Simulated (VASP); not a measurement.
A run of VASP 6.6.1 is set up as follows.

Contents of INCAR:

```
PREC     = Accurate       # precision mode
ENCUT    = 520            # plane-wave cutoff, eV
EDIFF    = 1E-7           # SCF threshold, eV
ISMEAR   = -1             # smearing method
SIGMA    = 0.05           # smearing width, eV
LREAL    = F              # projectors in reciprocal space
LASPH    = T              # aspherical terms in the spheres
NELM     = 60             # most SCF steps
ALGO     = Normal         # electronic algorithm
ISIF     = 2              # what is computed and relaxed
LWAVE    = F              # write WAVECAR
LCHARG   = F              # write CHGCAR
GGA      = PE             # functional
IVDW     = 12             # dispersion correction
NBANDS   = 25             # bands
```

File KPOINTS:

```
Automatic mesh
0
Gamma
  10 10 5
```

The input POSCAR:

```
CuO
1.0
    2.3101994985     -1.6881714891      0.0000000000
    2.3101994985      1.6881714891      0.0000000000
   -0.8385391614      0.0000000000      4.9895114286
Cu O
2 2
Direct
    0.5000000000      0.0000000000      0.5000000000
    0.0000000000      0.5000000000      0.0000000000
    0.4184000000      0.5816000000      0.7500000000
    0.5816000000      0.4184000000      0.2500000000
```

Potentials or basis: VASP PAW PBE potentials, release 64 (Cu, O).

Launch:

```bash
$ cat potpaw_PBE.64/Cu/POTCAR potpaw_PBE.64/O/POTCAR > POTCAR
$ mpirun -np 1 vasp_std > vasp.out
```

Task: What does it give for the largest force?

Result: 0.080 eV/Å.

Task: Estimate the pressure.

Result: 10.0 GPa.

Task: Estimate the band gap on the k mesh.

Result: Zero (bands 17 and 18 overlap by 0.60 eV).

Stress tensor (GPa, compression positive):
```
10.20  0.00 -2.34
 0.00  9.00  0.00
-2.34  0.00 10.75
```

Caveat: the cell stands under pressure; semilocal functionals often make such compounds metallic where correlation or magnetic order opens a gap, which also shifts bond lengths. With open d or f shells a metallic result of PBE can be an artefact of self-interaction; +U or a hybrid may open a gap.
